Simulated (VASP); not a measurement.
# GdN (P6_3/mmc) in VASP: single point with PBE

Aim: the single point of GdN with PBE.

All numbers are computed with VASP 6.6.1; they aren't measurements. Logs are shortened: lines on timing, memory, paths and dates and some standing lists are left out, and cuts for length are marked.

## 1. The cell of the first run

It takes space group P6_3/mmc (No. 194, hexagonal). The conventional cell has a = 3.510 Å, b = 3.510 Å, c = 6.152 Å, α = 90.00°, β = 90.00°, γ = 120.00°. Within 3.6 Å of Gd (site symmetry -3m) lie 6 N at 2.54 Å and 8 Gd at 3.08 to 3.51 Å. N (site symmetry -6m2) has 6 Gd at 2.54 Å and 12 N at 3.51 to 3.68 Å within 3.7 Å.

## 2. Single point, PBE, collinear spin, ferromagnetic start (16.41 Å³/atom)

Input file INCAR:

```
ALGO = Normal ; EDIFF = 1E-6
ENCUT = 520 ; GGA = PE
ISIF = 2 ; ISMEAR = 0
ISPIN = 2 ; LASPH = True
LCHARG = False ; LMAXMIX = 6
LORBIT = 11 ; LREAL = False
LWAVE = False ; MAGMOM = 7.55 7.55 0 0
NBANDS = 35 ; NELM = 150
PREC = Accurate ; SIGMA = 0.05
```

Input file KPOINTS:

```
k-points
0
Gamma
  10 10 8
```

Input file POSCAR:

```
GdN
1.0
    3.5101648816      0.0000000000      0.0000000000
   -1.7550824408      3.0398919589      0.0000000000
    0.0000000000      0.0000000000      6.1522037157
Gd N
2 2
Direct
    0.0000000000      0.0000000000      0.0000000000
    0.0000000000      0.0000000000      0.5000000000
    0.3333333333      0.6666666667      0.2500000000
    0.6666666667      0.3333333333      0.7500000000
```

Potentials or basis: VASP PAW PBE potentials, release 64 (Gd, N).

Launch:

```bash
$ cat potpaw_PBE.64/Gd/POTCAR potpaw_PBE.64/N/POTCAR > POTCAR
$ mpirun -np 1 vasp_std > vasp.out
```

OUTCAR:

```text
EDIFF = 1E-6
   ENCUT = 520
   GGA = PE
   ISIF = 2
   ISMEAR = 0
   ISPIN = 2
   LASPH = True
   LORBIT = 11
   LREAL = False
   NELM = 150
   PREC = Accurate

 ion  position               nearest neighbor table
   1  0.000  0.000  0.000-   3 2.54   4 2.54   3 2.54   4 2.54   4 2.54   3 2.54   2 3.08   2 3.08

   2  0.000  0.000  0.500-   3 2.54   4 2.54   3 2.54   4 2.54   4 2.54   3 2.54   1 3.08   1 3.08

   3  0.333  0.667  0.250-   1 2.54   2 2.54   1 2.54   2 2.54   1 2.54   2 2.54
   4  0.667  0.333  0.750-   1 2.54   2 2.54   1 2.54   2 2.54   1 2.54   2 2.54

  LATTYP: Found a hexagonal cell.
 ALAT       =     3.5101648816
 C/A-ratio  =     1.7526822594

  Lattice vectors:

 A1 = (   3.5101648816,   0.0000000000,   0.0000000000)
 A2 = (  -1.7550824408,   3.0398919589,   0.0000000000)
 A3 = (   0.0000000000,   0.0000000000,   6.1522037157)

Analysis of symmetry for initial positions (statically):
=====================================================================
 Subroutine PRICEL returns:
 Original cell was already a primitive cell.

 Routine SETGRP: Setting up the symmetry group for a
 hexagonal supercell.

 Subroutine GETGRP returns: Found 24 space group operations
 (whereof 12 operations were pure point group operations)
 out of a pool of 24 trial point group operations.

The static configuration has the point symmetry D_3d.
 The point group associated with its full space group is D_6h.

Analysis of symmetry for dynamics (positions and initial velocities):
=====================================================================
 Subroutine PRICEL returns:
 Original cell was already a primitive cell.

 Routine SETGRP: Setting up the symmetry group for a
 hexagonal supercell.

 Subroutine GETGRP returns: Found 24 space group operations
 (whereof 12 operations were pure point group operations)
 out of a pool of 24 trial point group operations.

The dynamic configuration has the point symmetry D_3d.
 The point group associated with its full space group is D_6h.

Analysis of structural, dynamic, and magnetic symmetry:
=====================================================================
 Subroutine PRICEL returns:
 Original cell was already a primitive cell.

 Routine SETGRP: Setting up the symmetry group for a
 hexagonal supercell.

 Subroutine GETGRP returns: Found 24 space group operations
 (whereof 12 operations were pure point group operations)
 out of a pool of 24 trial point group operations.

The overall configuration has the point symmetry D_3d.
 The point group associated with its full space group is D_6h.

 Subroutine INISYM returns: Found 24 space group operations
 (whereof 12 operations are pure point group operations),
 and found     1 'primitive' translations

----------------------------------------------------------------------------------------

                                     Primitive cell

  volume of cell :      65.6472

  direct lattice vectors                    reciprocal lattice vectors
     3.510164882  0.000000000  0.000000000     0.284886902  0.164479530  0.000000000
    -1.755082441  3.039891959  0.000000000     0.000000000  0.328959060  0.000000000
     0.000000000  0.000000000  6.152203716     0.000000000  0.000000000  0.162543382

  length of vectors
     3.510164882  3.510164882  6.152203716     0.328959060  0.328959060  0.162543382

  position of ions in fractional coordinates (direct lattice)
     0.000000000  0.000000000  0.000000000
     0.000000000  0.000000000  0.500000000
     0.333333333  0.666666667  0.250000000
     0.666666667  0.333333333  0.750000000

  ion indices of the primitive-cell ions
   primitive index   ion index
                 1           1
                 2           2
                 3           3
                 4           4

----------------------------------------------------------------------------------------

 KPOINTS: k-points

Automatic generation of k-mesh.
 Grid dimensions read from file:
 generate k-points for:   10   10    8

 Generating k-lattice:

  Cartesian coordinates                     Fractional coordinates (reciprocal lattice)
     0.028488690  0.016447953  0.000000000     0.100000000 -0.000000000  0.000000000
     0.000000000  0.032895906  0.000000000     0.000000000  0.100000000  0.000000000
     0.000000000  0.000000000  0.020317923     0.000000000  0.000000000  0.125000000

  Length of vectors
     0.032895906  0.032895906  0.020317923

  Shift w.r.t. Gamma in fractional coordinates (k-lattice)
     0.000000000  0.000000000  0.000000000

 Subroutine IBZKPT returns following result:
 ===========================================

 Found     70 irreducible k-points:

 Following reciprocal coordinates:
            Coordinates               Weight
  0.000000  0.000000  0.000000      1.000000
  0.100000  0.000000  0.000000      6.000000
  0.200000  0.000000  0.000000      6.000000
  0.300000 -0.000000  0.000000      6.000000
  0.400000  0.000000  0.000000      6.000000
  0.500000  0.000000  0.000000      3.000000
[... 16 lines left out ...]
  0.300000  0.100000  0.125000     24.000000
  0.400000  0.100000  0.125000     24.000000
 [... further k-points ...]
   k-points           NKPTS =     70   k-points in BZ     NKDIM =     70   number of bands    NBANDS=     35
   number of dos      NEDOS =    301   number of ions     NIONS =      4
   total plane-waves  NPLWV =  37632
   dimension x,y,z NGX =    28 NGY =   28 NGZ =   48
   dimension x,y,z NGXF=    56 NGYF=   56 NGZF=   96
   ions per type =               2   2
   NGX,Y,Z   is equivalent  to a cutoff of  13.26, 13.26, 12.97 a.u.
   NGXF,Y,Z  is equivalent  to a cutoff of  26.52, 26.52, 25.94 a.u.
 SYSTEM =  unknown system
   PREC   = accura    normal or accurate (medium, high low for compatibility)
   ISTART =      0    job   : 0-new  1-cont  2-samecut
   ICHARG =      2    charge: 1-file 2-atom 10-const
   ISPIN  =      2    spin polarized calculation?
   LNONCOLLINEAR =      F non collinear calculations
   LSORBIT =      F    spin-orbit coupling
   LASPH  =      T    aspherical Exc in radial PAW
   ENCUT  =  520.0 eV  38.22 Ry    6.18 a.u.   6.53  6.53 11.44*2*pi/ulx,y,z
   NELM   =    150;   NELMIN=  2; NELMDL= -5     # of ELM steps
   EDIFF  = 0.1E-05   stopping-criterion for ELM
   LREAL  =      F    real-space projection
   EDIFFG = 0.1E-04   stopping-criterion for IOM
   NSW    =      0    number of steps for IOM
   IBRION =     -1    ionic relax: 0-MD 1-quasi-New 2-CG
   NFREE  =      0    steps in history (QN), initial steepest desc. (CG)
   ISIF   =      2    stress and relaxation
   ISYM   =      2    0-nonsym 1-usesym 2-fastsym
   POTIM  = 0.5000    time-step for ionic-motion
   TEBEG  =    0.0;   TEEND  =   0.0 temperature during run
   PSTRESS=    0.0 pullay stress
   NELECT =      46.0000    total number of electrons
   NUPDOWN=      -1.0000    fix difference up-down
   EMIN   =  10.00;   EMAX   =-10.00  energy-range for DOS
   EFERMI =   0.00;   METHOD = LEGACY
   ISMEAR =     0;   SIGMA  =   0.05  broadening in eV -4-tet -1-fermi 0-gaus
   EFERMI_NEDOS =   21; number of points for ismear=-14 and -15
   IALGO  =     38    algorithm
   IMIX   =      4    mixing-type and parameters
     AMIX     =   0.40;   BMIX     =  1.00
     AMIX_MAG =   1.60;   BMIX_MAG =  1.00
  volume/ion in A,a.u.               =      16.41       110.75
  Fermi-wavevector in a.u.,A,eV,Ry     =   1.454081  2.747815 28.767506  2.114352
  Thomas-Fermi vector in A             =   2.571273
   LORBIT       =     11    0 simple, 1 ext, 2 COOP (PROOUT), +10 PAW based schemes
   GGA     = PE    functional components
   LHFCALC =     F    Hartree Fock is set to
   AEXX    =    0.0000 exact exchange contribution
   IVDW    =     0    specifies the selected vdW correction
   LEPSILON=     F    determine dielectric tensor
   LRPA    =     F    only Hartree local field effects (RPA)
 spin polarized calculation
 Gauss-broadening in eV      SIGMA  =   0.05
  energy-cutoff  :      520.00
  volume of cell :       65.65
 maximum number of plane-waves:      1799
 NGX is ok and might be reduce to    28
   NGX = 13   NGY = 13   NGZ = 23

 number of electron      45.9999999 magnetization       8.5751934

 number of electron      46.0000009 magnetization      14.0001349

 Free energy of the ion-electron system (eV)
  ---------------------------------------------------
  ext. energy  EPLUGINS =         0.00000000
  ---------------------------------------------------
  free energy    TOTEN  =       -45.08722274 eV

  energy without entropy =      -45.08696529  energy(sigma->0) =      -45.08709402

 E-fermi :   3.6931     XC(G=0): -11.2397

 val. band max:        3.6872069917   @ k =   0.1000   0.0000   0.0000
 cond. band min:       3.7347160728   @ k =   0.0000   0.0000   0.1250
 fundamental gap:      0.0475090811
 Fermi energy:         3.6931217024

 spin component 1

 k-point     1 :       0.0000    0.0000    0.0000
  band No.  band energies     occupation
      1     -40.6041      1.00000
      2     -40.4612      1.00000
      3     -18.9861      1.00000
      4     -17.6503      1.00000
      5     -17.6503      1.00000
      6     -17.4785      1.00000
[... 27 lines left out ...]
     34       6.6087      0.00000
     35       6.7821      0.00000

 k-point     2 :       0.1000    0.0000    0.0000
  band No.  band energies     occupation
      1     -40.5981      1.00000
      2     -40.4557      1.00000
      3     -18.9611      1.00000
      4     -17.7436      1.00000
      5     -17.6681      1.00000
      6     -17.5486      1.00000
[... 27 lines left out ...]
     34       7.0159      0.00000
     35       7.0422      0.00000
[... 796 lines left out ...]
     34       8.8974      0.00000
     35       9.1066      0.00000

 k-point    24 :       0.4000    0.1000    0.1250
  band No.  band energies     occupation
      1     -40.5356      1.00000
      2     -40.4085      1.00000
      3     -18.6690      1.00000
      4     -18.4626      1.00000
      5     -18.1478      1.00000
      6     -17.8768      1.00000
[... 27 lines left out ...]
     34       8.9897      0.00000
     35       9.5338      0.00000

 [... further k-points ...]

 spin component 2

 k-point     1 :       0.0000    0.0000    0.0000
  band No.  band energies     occupation
      1     -37.5070      1.00000
      2     -37.3342      1.00000
      3     -17.0519      1.00000
      4     -15.4287      1.00000
      5     -15.4287      1.00000
      6     -15.2182      1.00000
[... 27 lines left out ...]
     34       7.3477      0.00000
     35       7.6716      0.00000

 k-point     2 :       0.1000    0.0000    0.0000
  band No.  band energies     occupation
      1     -37.4992      1.00000
      2     -37.3272      1.00000
      3     -17.0158      1.00000
      4     -15.5586      1.00000
      5     -15.4509      1.00000
      6     -15.3065      1.00000
[... 27 lines left out ...]
     34       7.8150      0.00000
     35       7.8947      0.00000
[... 796 lines left out ...]
     34       9.6895      0.00000
     35      10.0684      0.00000

 k-point    24 :       0.4000    0.1000    0.1250
  band No.  band energies     occupation
      1     -37.4186      1.00000
      2     -37.2665      1.00000
      3     -16.6231      1.00000
      4     -16.4698      1.00000
      5     -16.0500      1.00000
      6     -15.7180      1.00000
[... 27 lines left out ...]
     34       9.8429      0.00000
     35      10.4156      0.00000

 [... further k-points ...]

------------------------ aborting loop because EDIFF is reached ----------------------------------------

  FORCE on cell =-STRESS in cart. coord.  units (eV):
  Direction    XX          YY          ZZ          XY          YZ          ZX
  --------------------------------------------------------------------------------------
  -------------------------------------------------------------------------------------
  Total       -2.0096193     -2.0096193     -1.9872167      0.0000000      0.0000000      0.0000000
  in kB      -49.0464975    -49.0464975    -48.4997421      0.0000000      0.0000000      0.0000000
  external PRESSURE =     -48.8642457 kB  Pullay stress =       0.0000000 kB

 VOLUME and BASIS-vectors are now :
 -----------------------------------------------------------------------------
  energy-cutoff  :      520.00
  volume of cell :       65.65
      direct lattice vectors                 reciprocal lattice vectors
     3.510164882  0.000000000  0.000000000     0.284886902  0.164479530  0.000000000
    -1.755082441  3.039891959  0.000000000     0.000000000  0.328959060  0.000000000
     0.000000000  0.000000000  6.152203716     0.000000000  0.000000000  0.162543382

 POSITION                                       TOTAL-FORCE (eV/Angst)
 -----------------------------------------------------------------------------------
      0.00000      0.00000      0.00000         0.000000      0.000000      0.000000
      0.00000      0.00000      3.07610         0.000000      0.000000      0.000000
     -0.00000      2.02659      1.53805         0.000000     -0.000000      0.000000
      1.75508      1.01330      4.61415        -0.000000      0.000000     -0.000000
 -----------------------------------------------------------------------------------
    total drift:                               -0.000000     -0.000000      0.000000

  FREE ENERGIE OF THE ION-ELECTRON SYSTEM (eV)
  ---------------------------------------------------
  free  energy   TOTEN  =       -45.0872227445 eV

  energy  without entropy=      -45.0869652901  energy(sigma->0) =      -45.08709402

 total charge

# of ion       s       p       d       f       tot
--------------------------------------------------
    1        2.038   5.647   0.503   7.024  15.211
    2        2.038   5.647   0.503   7.024  15.211
    3        1.246   2.360   0.000   0.000   3.606
    4        1.246   2.360   0.000   0.000   3.606
--------------------------------------------------
tot          6.567  16.013   1.006  14.048  37.633

 magnetization (x)

# of ion       s       p       d       f       tot
--------------------------------------------------
    1       -0.003  -0.076   0.080   6.791   6.792
    2       -0.003  -0.076   0.080   6.791   6.792
    3       -0.005  -0.048   0.000   0.000  -0.052
    4       -0.005  -0.048   0.000   0.000  -0.052
--------------------------------------------------
tot         -0.015  -0.247   0.160  13.583  13.480
```

It took 16 min on 1 thread of Intel Xeon 6975P-C (Granite Rapids), shared host; peak memory 0.41 GiB.

What came out:

```
Free energy                                           : -45.0872 eV
Pressure                                              : -4.9 GPa
Band gap on the k mesh                                : zero (filled and empty bands overlap)
Net moment                                            : 14.00 μB per cell
Site moments                                          : Gd +6.79; N -0.05 μB
Valence electrons inside the program's atomic spheres : Gd 15.21; N 3.61
```

Caveat: the cell stands under tension; spin-orbit coupling is left out, which moves the levels of the heavy elements; semilocal functionals describe open f shells poorly, which spoils levels, moments and volumes.

The gap in the log of VASP goes by the Fermi energy; the results here count the filled bands.